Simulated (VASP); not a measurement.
Runs of VASP 6.6.1 on BaTiO3. The structure is that of space group Pm-3m (No. 221), or close to it. The cells are those of the table. 

```csv
task,cell,cutoff (eV),gap on the mesh (eV),pressure (GPa)
single point,"a = 3.954, b = 3.954, c = 4.018 Å, 5 atoms",520,(b),4.8
single point,"a = 3.914, b = 3.914, c = 4.055 Å, 5 atoms",520,2.14,7.4
single point,"a = 3.954, b = 3.954, c = 4.024 Å, 5 atoms",520,2.14,4.5
relaxation of cell and atoms,"relaxed to -1 GPa from a = 4.007 Å, 5 atoms",600,2.11,-1.0
single point,"a = 4.114, b = 4.114, c = 3.922 Å, 5 atoms",520,(a),-4.5
single point,"a = 4.034, b = 4.034, c = 3.966 Å, 5 atoms",520,2.09,-0.3
```

Alike in all rows: level r2SCAN; potentials or basis VASP PAW PBE potentials, release 64 (Ba_sv, Ti_sv, O); no spin polarisation; k mesh 8 × 8 × 8; smearing gaussian 0.02 eV.

Question: Fill in the values left out.

Answer: (a) 1.96; (b) 2.15.

Caveats: the PAW data sets were made with another functional, which shifts forces and pressure a little; spin-orbit coupling is left out, which moves the levels of the heavy elements; the cell is relaxed towards a set pressure, so the enthalpy falls and the energy may rise (some runs).

A k mesh can miss the band edges, and the runs leave out spin-orbit coupling on Ba.
